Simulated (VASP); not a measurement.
A run of VASP 6.6.1 is set up as follows.

Contents of INCAR:

```
PREC = Accurate
ENCUT = 500
EDIFF = 1E-6
ISMEAR = 0
SIGMA = 0.01
LREAL = F
LASPH = T
NELM = 120
ALGO = Normal
ISIF = 2
LWAVE = F
LCHARG = F
NBANDS = 11
GGA_COMPAT = F
```

The input KPOINTS:

```
regular mesh
0
Gamma
  8 8 8
```

File POSCAR:

```
BP
1.0
    0.0000000000      2.2453831324      2.2453831324
    2.2453831324      0.0000000000      2.2453831324
    2.2453831324      2.2453831324      0.0000000000
B P
1 1
Direct
    0.0000000000      0.0000000000      0.0000000000
    0.7500000000      0.7500000000      0.7500000000
```

Potentials or basis: VASP PAW LDA potentials, release 64 (B, P).

Launch:

```sh
$ cat potpaw_LDA.64/B/POTCAR potpaw_LDA.64/P/POTCAR > POTCAR
$ mpirun -np 1 vasp_std > vasp.out
```

Question: Predict the band gap on the k mesh.

Answer: 1.18 eV (least direct gap 3.43 eV).

Question: Estimate the pressure.

Answer: -0.1 GPa.

A k mesh can miss the band edges.
